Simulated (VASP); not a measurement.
**GaAs: single point with LDA**

The system is GaAs.

```xyz
2
Lattice="0.0000 2.8145 2.8145 2.8145 0.0000 2.8145 2.8145 2.8145 0.0000" Properties=species:S:1:pos:R:3 pbc="T T T"
Ga    0.0000    0.0000    0.0000
As    4.2218    4.2218    4.2218
```

```json
{
  "Program": "VASP 6.6.1",
  "Task": "single point",
  "Functional": "LDA",
  "Potentials or basis": "VASP PAW LDA potentials, release 64 (Ga_d, As_d)",
  "Cutoff": "510 eV",
  "k mesh": "12 × 12 × 12",
  "Occupations": "gaussian, width 0.01 eV",
  "Spin": "no spin polarisation"
}
```

```json
{
 "Pressure": "-0.8 GPa",
 "Band gap on the k mesh": "0.42 eV"
}
```

Levels at points of the mesh, in eV from the valence-band top:
| k point | band 10 | band 11 | band 12 | band 13 | band 14 | band 15 | band 16 | band 17 | band 18 | band 19 |
| --- | --- | --- | --- | --- | --- | --- | --- | --- | --- | --- |
| (0.00, 0.00, 0.00) | -14.86 | -12.86 | 0.00 | 0.00 | 0.00 | 0.42 | 3.69 | 3.69 | 3.69 | 7.40 |
| (0.50, 0.00, 0.00) | -14.86 | -11.06 | -6.75 | -1.16 | -1.16 | 0.90 | 4.60 | 4.60 | 7.59 | 10.31 |
| (0.50, 0.50, 0.00) | -14.85 | -10.30 | -6.92 | -2.73 | -2.73 | 1.33 | 1.55 | 10.16 | 10.16 | 10.91 |

Wall time 31 s on 1 thread of AMD EPYC 9R45 96-Core Processor (Zen 5) (shared host), peak memory 0.16 GiB.

Caveat: semilocal functionals underestimate gaps, and a narrow one can read as zero. A k mesh can miss the band edges.
